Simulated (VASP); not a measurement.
A run of VASP 6.6.1:

INCAR

```
  ALGO = Normal
  EDIFF = 1E-7
  ENCUT = 520
  GGA = RP
  ISIF = 2
  ISMEAR = 0
  LASPH = True
  LCHARG = False
  LREAL = False
  LWAVE = False
  NBANDS = 16
  NELM = 60
  PREC = Accurate
  SIGMA = 0.01
```

The input KPOINTS:

```
k-points
0
Gamma
  12 12 12
```

POSCAR

```
GaAs
1.0
    0.0000000000      2.9023005999      2.9023005999
    2.9023005999      0.0000000000      2.9023005999
    2.9023005999      2.9023005999      0.0000000000
Ga As
1 1
Direct
    0.0000000000      0.0000000000      0.0000000000
    0.7500000000      0.7500000000      0.7500000000
```

Potentials or basis: VASP PAW PBE potentials, release 64 (Ga_d, As).

Run with:

```sh
$ cat potpaw_PBE.64/Ga_d/POTCAR potpaw_PBE.64/As/POTCAR > POTCAR
$ mpirun -np 1 vasp_std > vasp.out
```

Hardware: 1 thread of Intel(R) Xeon(R) Platinum 8559C (Emerald Rapids) (shared host).

Problem. Estimate the wall time of this run.

Solution. Wall time 25 s on 1 thread of Intel(R) Xeon(R) Platinum 8559C (Emerald Rapids) (shared host), peak memory 0.21 GiB. Counts: scf iterations 14, k points 72.
